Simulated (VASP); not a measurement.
**VH4: single point with PBE**

Crystal: VH4.

```
V H
1.0
    -2.20646    2.20646    2.20646
     2.20646   -2.20646    2.20646
     2.20646    2.20646   -2.20646
V H
1 4
Cartesian
  0.0000 0.0000 0.0000
  1.1032 1.1032 -1.1032
  -1.1032 1.1032 1.1032
  1.1032 1.1032 1.1032
  1.1032 -1.1032 1.1032
```

The cell was built from a structure type or drawn by symmetry, and may not be a known phase.

```
Program             : VASP 6.6.1
Task                : single point
Functional          : PBE
Potentials or basis : VASP PAW PBE potentials, release 64 (V_sv, H)
Cutoff              : 500 eV
k mesh              : 6 × 6 × 6
Occupations         : gaussian, width 0.1 eV
Spin                : collinear spin, ferromagnetic start
Starting moments    : [2.0, 0.0, 0.0, 0.0, 0.0] μB
```

```yaml
Pressure: -13.2 GPa
Net_moment: 1.54 μB per cell
Site_moments: V +1.43; H -0.01 μB
Valence_electrons_inside_the_program's_atomic_spheres: V 11.24; H 0.51
```

Levels at points of the mesh, in eV from the Fermi level:
Spin up:
```tsv
k point	band 5	band 6	band 7	band 8	band 9	band 10	band 11	band 12	band 13	band 14
(0.00, 0.00, 0.00)	-7.47	-2.42	-2.42	-2.42	0.06	0.06	6.11	6.11	6.11	10.07
(0.50, 0.00, 0.00)	-4.79	-3.81	-2.86	-0.16	0.05	0.29	0.59	1.18	5.68	7.77
(0.50, 0.50, 0.50)	-2.48	-2.48	-2.48	-0.97	-0.97	0.50	0.50	0.50	4.13	4.23
```
Spin down:
```csv
k point,band 5,band 6,band 7,band 8,band 9,band 10,band 11,band 12
"(0.00, 0.00, 0.00)",-7.30,-2.06,-2.06,-2.06,2.15,2.15,6.57,6.57
"(0.50, 0.00, 0.00)",-4.58,-3.73,-2.55,0.30,1.44,1.81,2.01,2.12
"(0.50, 0.50, 0.50)",-2.44,-2.44,-2.44,0.63,0.63,1.34,1.34,1.34
```

Run time: 14 s on 1 thread of Intel(R) Xeon(R) 6975P-C (Granite Rapids) (shared host), peak memory 0.17 GiB.

Caveat: the cell stands under tension.
